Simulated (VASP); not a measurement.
# BAs (F-43m) in VASP: a series of runs

Aim: see how the results for BAs move with the level of theory and the settings. Levels: PBEsol, RPBE. Tasks: relaxation of cell and atoms.

Program: VASP 6.6.1. These are calculated values, not measurements. Logs are shortened: lines on timing, memory, paths and dates and some standing lists are left out, and cuts for length are marked.

**1. The cell of the first run**

The structure is cubic, space group F-43m (No. 216). The conventional cell has a = 4.777 Å, b = 4.777 Å, c = 4.777 Å, α = 90.00°, β = 90.00°, γ = 90.00°. B (site symmetry -43m) has 4 As at 2.07 Å within 2.7 Å. Within 2.7 Å of As (site symmetry -43m) lie 4 B at 2.07 Å.

**2. Relaxation of cell and atoms, PBEsol**

Input file INCAR:

```
SYSTEM = BAs
ALGO = Normal
EDIFF = 1E-7
EDIFFG = -0.005
ENCUT = 500
GGA = PS
GGA_COMPAT = .False.
IBRION = 2
ISIF = 3
ISMEAR = 0
LASPH = .True.
LCHARG = .False.
LREAL = .False.
LWAVE = .False.
NELM = 120
NELMIN = 4
NSW = 100
PREC = Accurate
SIGMA = 0.01
```

Input file KPOINTS:

```
k-points
0
Gamma
  6 6 6
  0 0 0
```

Input file POSCAR:

```
BAs
1.0
    0.0000000000      2.3885000000      2.3885000000
    2.3885000000      0.0000000000      2.3885000000
    2.3885000000      2.3885000000      0.0000000000
B As
1 1
Direct
    0.0000000000      0.0000000000      0.0000000000
    0.7500000000      0.7500000000      0.7500000000
```

Potentials or basis: VASP PAW PBE potentials, release 64 (B, As).

Launch:

```
$ cat potpaw_PBE.64/B/POTCAR potpaw_PBE.64/As/POTCAR > POTCAR
$ mpirun -np 1 vasp_std > vasp.out
```

OUTCAR:

```text
SYSTEM = BAs
   EDIFF = 1E-7
   EDIFFG = -0.005
   ENCUT = 500
   GGA = PS
   IBRION = 2
   ISIF = 3
   ISMEAR = 0
   LASPH = .True.
   LREAL = .False.
   NELM = 120
   NELMIN = 4
   NSW = 100
   PREC = Accurate

 ion  position               nearest neighbor table
   1  0.000  0.000  0.000-   2 2.07   2 2.07   2 2.07   2 2.07
   2  0.750  0.750  0.750-   1 2.07   1 2.07   1 2.07   1 2.07

  LATTYP: Found a face centered cubic cell.
 ALAT       =     4.7770000000

  Lattice vectors:

 A1 = (   0.0000000000,   2.3885000000,   2.3885000000)
 A2 = (   2.3885000000,   0.0000000000,   2.3885000000)
 A3 = (   2.3885000000,   2.3885000000,   0.0000000000)

Analysis of symmetry for initial positions (statically):
=====================================================================
 Subroutine PRICEL returns:
 Original cell was already a primitive cell.

 Routine SETGRP: Setting up the symmetry group for a
 face centered cubic supercell.

 Subroutine GETGRP returns: Found 24 space group operations
 (whereof 24 operations were pure point group operations)
 out of a pool of 48 trial point group operations.

The static configuration has the point symmetry T_d .

Analysis of symmetry for dynamics (positions and initial velocities):
=====================================================================
 Subroutine PRICEL returns:
 Original cell was already a primitive cell.

 Routine SETGRP: Setting up the symmetry group for a
 face centered cubic supercell.

 Subroutine GETGRP returns: Found 24 space group operations
 (whereof 24 operations were pure point group operations)
 out of a pool of 48 trial point group operations.

The dynamic configuration has the point symmetry T_d .

 Subroutine INISYM returns: Found 24 space group operations
 (whereof 24 operations are pure point group operations),
 and found     1 'primitive' translations

----------------------------------------------------------------------------------------

                                     Primitive cell

  volume of cell :      27.2525

  direct lattice vectors                    reciprocal lattice vectors
     0.000000000  2.388500000  2.388500000    -0.209336404  0.209336404  0.209336404
     2.388500000  0.000000000  2.388500000     0.209336404 -0.209336404  0.209336404
     2.388500000  2.388500000  0.000000000     0.209336404  0.209336404 -0.209336404

  length of vectors
     3.377849094  3.377849094  3.377849094     0.362581287  0.362581287  0.362581287

  position of ions in fractional coordinates (direct lattice)
     0.000000000  0.000000000  0.000000000
     0.750000000  0.750000000  0.750000000

  ion indices of the primitive-cell ions
   primitive index   ion index
                 1           1
                 2           2

----------------------------------------------------------------------------------------

 KPOINTS: k-points

Automatic generation of k-mesh.
 Grid dimensions read from file:
 generate k-points for:    6    6    6

 Generating k-lattice:

  Cartesian coordinates                     Fractional coordinates (reciprocal lattice)
    -0.034889401  0.034889401  0.034889401     0.166666667  0.000000000  0.000000000
     0.034889401 -0.034889401  0.034889401     0.000000000  0.166666667  0.000000000
     0.034889401  0.034889401 -0.034889401     0.000000000  0.000000000  0.166666667

  Length of vectors
     0.060430214  0.060430214  0.060430214

  Shift w.r.t. Gamma in fractional coordinates (k-lattice)
     0.000000000  0.000000000  0.000000000

 Subroutine IBZKPT returns following result:
 ===========================================

 Found     16 irreducible k-points:

 Following reciprocal coordinates:
            Coordinates               Weight
  0.000000  0.000000  0.000000      1.000000
  0.166667  0.000000  0.000000      8.000000
  0.333333  0.000000  0.000000      8.000000
  0.500000  0.000000  0.000000      4.000000
  0.166667  0.166667  0.000000      6.000000
  0.333333  0.166667  0.000000     24.000000
[... 8 lines left out ...]
 -0.333333  0.333333  0.166667     24.000000
 -0.333333  0.500000  0.166667     12.000000
   k-points           NKPTS =     16   k-points in BZ     NKDIM =     16   number of bands    NBANDS=      8
   number of dos      NEDOS =    301   number of ions     NIONS =      2
   total plane-waves  NPLWV =  21952
   dimension x,y,z NGX =    28 NGY =   28 NGZ =   28
   dimension x,y,z NGXF=    56 NGYF=   56 NGZF=   56
   ions per type =               1   1
   NGX,Y,Z   is equivalent  to a cutoff of  13.78, 13.78, 13.78 a.u.
   NGXF,Y,Z  is equivalent  to a cutoff of  27.56, 27.56, 27.56 a.u.
 SYSTEM =  BAs
   PREC   = accura    normal or accurate (medium, high low for compatibility)
   ISTART =      0    job   : 0-new  1-cont  2-samecut
   ICHARG =      2    charge: 1-file 2-atom 10-const
   ISPIN  =      1    spin polarized calculation?
   LNONCOLLINEAR =      F non collinear calculations
   LSORBIT =      F    spin-orbit coupling
   LASPH  =      T    aspherical Exc in radial PAW
   ENCUT  =  500.0 eV  36.75 Ry    6.06 a.u.   6.16  6.16  6.16*2*pi/ulx,y,z
   NELM   =    120;   NELMIN=  4; NELMDL= -5     # of ELM steps
   EDIFF  = 0.1E-06   stopping-criterion for ELM
   LREAL  =      F    real-space projection
   EDIFFG = -.5E-02   stopping-criterion for IOM
   NSW    =    100    number of steps for IOM
   IBRION =      2    ionic relax: 0-MD 1-quasi-New 2-CG
   NFREE  =      1    steps in history (QN), initial steepest desc. (CG)
   ISIF   =      3    stress and relaxation
   ISYM   =      2    0-nonsym 1-usesym 2-fastsym
   POTIM  = 0.5000    time-step for ionic-motion
   TEBEG  =    0.0;   TEEND  =   0.0 temperature during run
   PSTRESS=    0.0 pullay stress
   NELECT =       8.0000    total number of electrons
   NUPDOWN=      -1.0000    fix difference up-down
   EMIN   =  10.00;   EMAX   =-10.00  energy-range for DOS
   EFERMI =   0.00;   METHOD = LEGACY
   ISMEAR =     0;   SIGMA  =   0.01  broadening in eV -4-tet -1-fermi 0-gaus
   EFERMI_NEDOS =   21; number of points for ismear=-14 and -15
   IALGO  =     38    algorithm
   IMIX   =      4    mixing-type and parameters
     AMIX     =   0.40;   BMIX     =  1.00
     AMIX_MAG =   1.60;   BMIX_MAG =  1.00
  volume/ion in A,a.u.               =      13.63        91.95
  Fermi-wavevector in a.u.,A,eV,Ry     =   1.088018  2.056057 16.106360  1.183784
  Thomas-Fermi vector in A             =   2.224191
   LORBIT       =      0    0 simple, 1 ext, 2 COOP (PROOUT), +10 PAW based schemes
   GGA     = PS    functional components
   LHFCALC =     F    Hartree Fock is set to
   AEXX    =    0.0000 exact exchange contribution
   IVDW    =     0    specifies the selected vdW correction
   LEPSILON=     F    determine dielectric tensor
   LRPA    =     F    only Hartree local field effects (RPA)
 conjugate gradient relaxation of ions
 non-spin polarized calculation
 Gauss-broadening in eV      SIGMA  =   0.01
  energy-cutoff  :      500.00
  volume of cell :       27.25
 maximum number of plane-waves:       701
 NGX is ok and might be reduce to    28
   NGX = 13   NGY = 13   NGZ = 13

--------------------------------------- Ionic step        1  -------------------------------------------

 number of electron       8.0000000 magnetization

 Free energy of the ion-electron system (eV)
  ---------------------------------------------------
  ext. energy  EPLUGINS =         0.00000000
  ---------------------------------------------------
  free energy    TOTEN  =       -12.18394214 eV

  energy without entropy =      -12.18394214  energy(sigma->0) =      -12.18394214

------------------------ aborting loop because EDIFF is reached ----------------------------------------

  FORCE on cell =-STRESS in cart. coord.  units (eV):
  Direction    XX          YY          ZZ          XY          YZ          ZX
  --------------------------------------------------------------------------------------
  -------------------------------------------------------------------------------------
  Total        0.0172097      0.0172097      0.0172097     -0.0000000     -0.0000000      0.0000000
  in kB        1.0117610      1.0117610      1.0117610     -0.0000000     -0.0000000      0.0000000
  external PRESSURE =       1.0117610 kB  Pullay stress =       0.0000000 kB

 VOLUME and BASIS-vectors are now :
 -----------------------------------------------------------------------------
  energy-cutoff  :      500.00
  volume of cell :       27.25
      direct lattice vectors                 reciprocal lattice vectors
     0.000000000  2.388500000  2.388500000    -0.209336404  0.209336404  0.209336404
     2.388500000  0.000000000  2.388500000     0.209336404 -0.209336404  0.209336404
     2.388500000  2.388500000  0.000000000     0.209336404  0.209336404 -0.209336404

 POSITION                                       TOTAL-FORCE (eV/Angst)
 -----------------------------------------------------------------------------------
      0.00000      0.00000      0.00000        -0.000000     -0.000000      0.000000
      3.58275      3.58275      3.58275         0.000000      0.000000     -0.000000
 -----------------------------------------------------------------------------------
    total drift:                                0.000000      0.000000      0.000000

  FREE ENERGIE OF THE ION-ELECTRON SYSTEM (eV)
  ---------------------------------------------------
  free  energy   TOTEN  =       -12.1839421436 eV
[... 17 lines left out ...]
 VOLUME and BASIS-vectors are now :
 -----------------------------------------------------------------------------
  energy-cutoff  :      500.00
  volume of cell :       27.29
      direct lattice vectors                 reciprocal lattice vectors
     0.000000000  2.389491516  2.389491516    -0.209249540  0.209249540  0.209249540
     2.389491516 -0.000000000  2.389491516     0.209249540 -0.209249540  0.209249540
     2.389491516  2.389491516  0.000000000     0.209249540  0.209249540 -0.209249540

 POSITION                                       TOTAL-FORCE (eV/Angst)
 -----------------------------------------------------------------------------------
      2.38949      2.38949      0.00000        -0.000000     -0.000000     -0.000000
      3.58424      3.58424      3.58424         0.000000      0.000000      0.000000
 -----------------------------------------------------------------------------------
    total drift:                                0.000000      0.000000      0.000000

  FREE ENERGIE OF THE ION-ELECTRON SYSTEM (eV)
  ---------------------------------------------------
  free  energy   TOTEN  =       -12.1839441914 eV

  energy  without entropy=      -12.1839441914  energy(sigma->0) =      -12.18394419

--------------------------------------- Ionic step        3  -------------------------------------------

 number of electron       8.0000000 magnetization

 Free energy of the ion-electron system (eV)
  ---------------------------------------------------
  ext. energy  EPLUGINS =         0.00000000
  ---------------------------------------------------
  free energy    TOTEN  =       -12.18394788 eV

  energy without entropy =      -12.18394788  energy(sigma->0) =      -12.18394788

 E-fermi :   6.1669     XC(G=0): -10.7254

 val. band max:        6.0429728325   @ k =   0.0000   0.0000   0.0000
 cond. band min:       7.2234670386   @ k =   0.3333   0.3333   0.0000
 fundamental gap:      1.1804942061
 Fermi energy:         6.1668595996

 k-point     1 :       0.0000    0.0000    0.0000
  band No.  band energies     occupation
      1      -9.3900      2.00000
      2       6.0430      2.00000
      3       6.0430      2.00000
      4       6.0430      2.00000
      5       9.2791      0.00000
      6       9.2791      0.00000
      7       9.2791      0.00000
      8      10.7162      0.00000

 k-point     2 :       0.1667    0.0000    0.0000
  band No.  band energies     occupation
      1      -8.9363      2.00000
      2       3.0666      2.00000
      3       5.3557      2.00000
      4       5.3557      2.00000
      5       9.2998      0.00000
      6      10.1705      0.00000
      7      10.1705      0.00000
      8      12.6629      0.00000

 k-point     3 :       0.3333    0.0000    0.0000
  band No.  band energies     occupation
      1      -7.6668      2.00000
      2      -0.7303      2.00000
      3       4.5195      2.00000
      4       4.5195      2.00000
      5       8.8615      0.00000
      6      10.8230      0.00000
      7      10.8230      0.00000
      8      14.6183      0.00000
[... 154 lines left out ...]
 VOLUME and BASIS-vectors are now :
 -----------------------------------------------------------------------------
  energy-cutoff  :      500.00
  volume of cell :       27.27
      direct lattice vectors                 reciprocal lattice vectors
     0.000000000  2.389040232  2.389040232    -0.209289067  0.209289067  0.209289067
     2.389040232 -0.000000000  2.389040232     0.209289067 -0.209289067  0.209289067
     2.389040232  2.389040232  0.000000000     0.209289067  0.209289067 -0.209289067

 POSITION                                       TOTAL-FORCE (eV/Angst)
 -----------------------------------------------------------------------------------
      0.00000      0.00000      0.00000         0.000000      0.000000      0.000000
      3.58356      3.58356      3.58356        -0.000000     -0.000000     -0.000000
 -----------------------------------------------------------------------------------
    total drift:                                0.000000      0.000000      0.000000

  FREE ENERGIE OF THE ION-ELECTRON SYSTEM (eV)
  ---------------------------------------------------
  free  energy   TOTEN  =       -12.1839478768 eV

  energy  without entropy=      -12.1839478768  energy(sigma->0) =      -12.18394788

 reached required accuracy - stopping structural energy minimisation
```

Wall time 15 s (1 thread of Intel Xeon 8259CL, shared host); peak memory 0.16 GiB.

Results:

```yaml
Free_energy: -12.1839 eV
Relaxed_volume: 13.64 Å³/atom
Relaxed_cell: a = 3.379 Å, b = 3.379 Å, c = 3.379 Å, α = 60.00°, β = 60.00°, γ = 60.00°
Space_group_after_relaxing_to_0.1_Å: F-43m (No. 216)
Energy_gained_by_relaxing: 0.0 meV/atom
Ionic_steps: 3
Pressure_after_relaxing: 0.0 GPa
Band_gap_on_the_k_mesh: 1.18 eV (least direct gap 3.24 eV)
```

Final structure:
```
B As
1.0
     0.00000    2.38904    2.38904
     2.38904    0.00000    2.38904
     2.38904    2.38904    0.00000
B As
1 1
Direct
  0.00000 0.00000 0.00000
  0.75000 0.75000 0.75000
```

Levels at points of the mesh, in eV from the valence-band top:
| k point | band 1 | band 2 | band 3 | band 4 | band 5 | band 6 | band 7 | band 8 |
| --- | --- | --- | --- | --- | --- | --- | --- | --- |
| (0.00, 0.00, 0.00) | -15.43 | 0.00 | 0.00 | 0.00 | 3.24 | 3.24 | 3.24 | 4.67 |
| (0.50, 0.00, 0.00) | -12.55 | -8.83 | -1.83 | -1.83 | 2.65 | 4.72 | 4.72 | 8.70 |
| (0.50, 0.50, 0.00) | -11.24 | -8.53 | -4.10 | -4.10 | 1.31 | 1.34 | 11.34 | 11.34 |

Caveat: the PAW data sets were made with another functional, which shifts forces and pressure a little.

**3. Relaxation of cell and atoms, RPBE**

Input file INCAR:

```
PREC     = Accurate       # precision mode
ENCUT    = 500            # plane-wave cutoff, eV
EDIFF    = 1E-7           # SCF threshold, eV
ISMEAR   = 0              # smearing method
SIGMA    = 0.01           # smearing width, eV
LREAL    = F              # projectors in reciprocal space
LASPH    = T              # aspherical terms in the spheres
NELM     = 120            # most SCF steps
ALGO     = Normal         # electronic algorithm
ISIF     = 3              # what is computed and relaxed
LWAVE    = F              # write WAVECAR
LCHARG   = F              # write CHGCAR
GGA      = RP             # functional
IBRION   = 2              # ionic algorithm
NSW      = 100            # ionic steps
EDIFFG   = -0.005         # ionic threshold
GGA_COMPAT= F            
NELMIN   = 4
```

Input file KPOINTS:

```
regular mesh
0
Gamma
  6 6 6
```

POSCAR is that of step 2.

Potentials or basis: VASP PAW PBE potentials, release 64 (B, As).

Launch:

```
$ cat potpaw_PBE.64/B/POTCAR potpaw_PBE.64/As/POTCAR > POTCAR
$ mpirun -np 1 vasp_std > vasp.out
```

Run time: 20 s. Hardware: 1 thread of Intel Xeon 8259CL, shared host; peak memory 0.16 GiB.

The run converged. Its results:

* Free energy: -10.7305 eV
* Relaxed volume: 14.24 Å³/atom
* Relaxed cell: a = 3.428 Å, b = 3.428 Å, c = 3.428 Å, α = 60.00°, β = 60.00°, γ = 60.00°
* Space group after relaxing (to 0.1 Å): F-43m (No. 216)
* Energy gained by relaxing: 11.1 meV/atom
* Ionic steps: 3
* Pressure after relaxing: 0.0 GPa
* Band gap on the k mesh: 1.34 eV (least direct gap 3.22 eV)

Step by step:
```tsv
step	energy change (eV)	largest force (eV/Å)	pressure (GPa)	volume (Å³)
1	0.0000	0.0000	6.05	27.25
2	-0.0127	0.0000	-3.48	29.33
3	-0.0223	0.0000	0.00	28.48
```

Final structure:
```
B As
1.0
     0.00000    2.42382    2.42382
     2.42382    0.00000    2.42382
     2.42382    2.42382    0.00000
B As
1 1
Direct
  0.00000 0.00000 0.00000
  0.75000 0.75000 0.75000
```

Levels at points of the mesh, in eV from the valence-band top:
| k point | band 1 | band 2 | band 3 | band 4 | band 5 | band 6 | band 7 | band 8 |
| --- | --- | --- | --- | --- | --- | --- | --- | --- |
| (0.00, 0.00, 0.00) | -15.01 | 0.00 | 0.00 | 0.00 | 3.22 | 3.22 | 3.22 | 4.16 |
| (0.50, 0.00, 0.00) | -12.29 | -8.48 | -1.75 | -1.75 | 2.46 | 4.73 | 4.73 | 8.88 |
| (0.50, 0.50, 0.00) | -11.03 | -8.33 | -3.91 | -3.91 | 1.50 | 1.54 | 11.01 | 11.01 |

Caveat: the PAW data sets were made with another functional, which shifts forces and pressure a little. A k mesh can miss the band edges.
